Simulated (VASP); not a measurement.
Input of a VASP 6.6.1 run:

The input INCAR:

```
SYSTEM = Be2C3
PREC = Accurate
ENCUT = 520
EDIFF = 1E-6
ISMEAR = 0
SIGMA = 0.1
LREAL = .FALSE.
LASPH = .TRUE.
NELM = 80
ALGO = Normal
ISIF = 2
LWAVE = .FALSE.
LCHARG = .FALSE.
GGA = PE
NBANDS = 27
```

KPOINTS

```
regular mesh
0
G
  12 12 12
  0 0 0
```

The input POSCAR:

```
Be2C3
1.0
    2.5463448447      1.4701328815      3.2792029474
   -2.5463448447      1.4701328815      3.2792029474
    0.0000000000     -2.9402657631      3.2792029474
Be C
4 6
Direct
    0.8588508901      0.8588508901      0.8588508901
    0.6411491099      0.6411491099      0.6411491099
    0.1411491099      0.1411491099      0.1411491099
    0.3588508901      0.3588508901      0.3588508901
    0.0694393798      0.4305606202      0.7500000000
    0.7500000000      0.0694393798      0.4305606202
    0.4305606202      0.7500000000      0.0694393798
    0.9305606202      0.5694393798      0.2500000000
    0.2500000000      0.9305606202      0.5694393798
    0.5694393798      0.2500000000      0.9305606202
```

Potentials or basis: VASP PAW PBE potentials, release 64 (Be, C).

Run with:

```console
$ cat potpaw_PBE.64/Be/POTCAR potpaw_PBE.64/C/POTCAR > POTCAR
$ mpirun -np 1 vasp_std > vasp.out
```

(1) Predict the band gap on the k mesh.

(2) What does it give for the pressure?

Results:

(1) zero (bands 16 and 17 overlap by 1.86 eV).

(2) 0.2 GPa.
